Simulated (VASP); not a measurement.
Cs: single point with PBE

Cs:

```xyz
1
Lattice="-3.1285 3.1285 3.1285 3.1285 -3.1285 3.1285 3.1285 3.1285 -3.1285" Properties=species:S:1:pos:R:3 pbc="T T T"
Cs    0.0000    0.0000    0.0000
```

```yaml
Program: VASP 6.6.1
Task: single point
Functional: PBE
Potentials_or_basis: VASP PAW PBE potentials, release 64 (Cs_sv)
Cutoff: 520 eV
k_mesh: 3 × 3 × 3
Occupations: fermi-dirac, width 0.03 eV
Spin: no spin polarisation
Dipole_correction: no
Further_INCAR_settings: ALGO = Normal; EDIFF = 1e-07; NBANDS = 10
```

```json
{
  "Pressure": "-0.2 GPa"
}
```

Levels at points of the mesh, in eV from the Fermi level:
```csv
k point,band 1,band 2,band 3,band 4,band 5,band 6,band 7,band 8,band 9
"(0.00, 0.00, 0.00)",-24.05,-10.80,-10.80,-10.80,-1.77,2.30,2.30,2.30,3.11
```

Wall time 16 s on 1 thread of Intel Xeon 6975P-C, on a shared host, peak memory 0.22 GiB.

Caveat: the k points lie up to 0.47 Å⁻¹ apart; spin-orbit coupling is left out, which moves the levels of the heavy elements.
